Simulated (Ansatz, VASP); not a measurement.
CdTe: VASP beside Ansatz

```
Te Cd
1.0
     0.00000    3.20500    3.20500
     3.20500    0.00000    3.20500
     3.20500    3.20500    0.00000
Te Cd
1 1
Direct
  0.25000 0.25000 0.25000
  0.00000 0.00000 0.00000
```

Alike in both runs: task single point; functional LDA; k mesh 7 × 7 × 7; occupations gaussian, width 0.05 eV; no spin polarisation.

```csv
,VASP,Ansatz
version,VASP 6.6.1,Ansatz 0.2.0
potentials or method,"VASP PAW LDA potentials, release 64 (Te, Cd), cutoff 520 eV","all-electron LAPW, scalar-relativistic"
```

```csv
,VASP,Ansatz,Ansatz less VASP
gap on the k mesh at the Fermi level (eV),0.65,0.61,-0.044
least direct gap on the mesh (eV),0.65,0.61,-0.044
pressure (GPa),0.2,0.0,-0.25
```

LDA's correlation is that of Perdew and Zunger in VASP and of Perdew and Wang (1992) in Ansatz. Ansatz ran all-electron here, and VASP with PAW potentials.

Neither program's run includes spin-orbit coupling.
